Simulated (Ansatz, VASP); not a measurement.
**HfSi3 in VASP and in Ansatz**

```
CELL_PARAMETERS angstrom
3.92355 0.00000 0.00000
0.00000 3.92355 0.00000
0.00000 0.00000 3.92355
ATOMIC_POSITIONS crystal
Hf 0.00000 0.00000 0.00000
Si 0.00000 0.50000 0.50000
Si 0.50000 0.00000 0.50000
Si 0.50000 0.50000 0.00000
```

Change from the starting cell: species swapped into the ScPt3 type (Pm-3m, No. 221).

Alike in both runs: task relaxation of cell and atoms; functional PBE; k mesh 12 × 12 × 12; occupations gaussian, width 0.1 eV; no spin polarisation.

|  | VASP | Ansatz |
| --- | --- | --- |
| version | VASP 6.6.1 | Ansatz 0.2.0 |
| potentials or method | VASP PAW PBE potentials, release 64 (Hf_pv, Si), cutoff 600 eV | scalar-relativistic, plane waves, PAW |
| valence electrons in the cell | 22 | 38 |

|  | VASP | Ansatz | Ansatz less VASP |
| --- | --- | --- | --- |
| gap on the k mesh at the Fermi level, each at its own relaxed structure (eV) | none | none | - |
| relaxed volume (Å³/atom) | 15.66 | 15.69 | +0.031 |
| relaxed length of the cell vector where the two differ most in proportion (Å) | 3.971 | 3.974 | +0.0026 |

A gap of «none» marks a metal or a gap that the smearing closes. VASP's potentials hold 22 valence electrons a cell and Ansatz's 38, so a difference there can come from the potentials and not from the codes.

Neither program's run includes spin-orbit coupling.
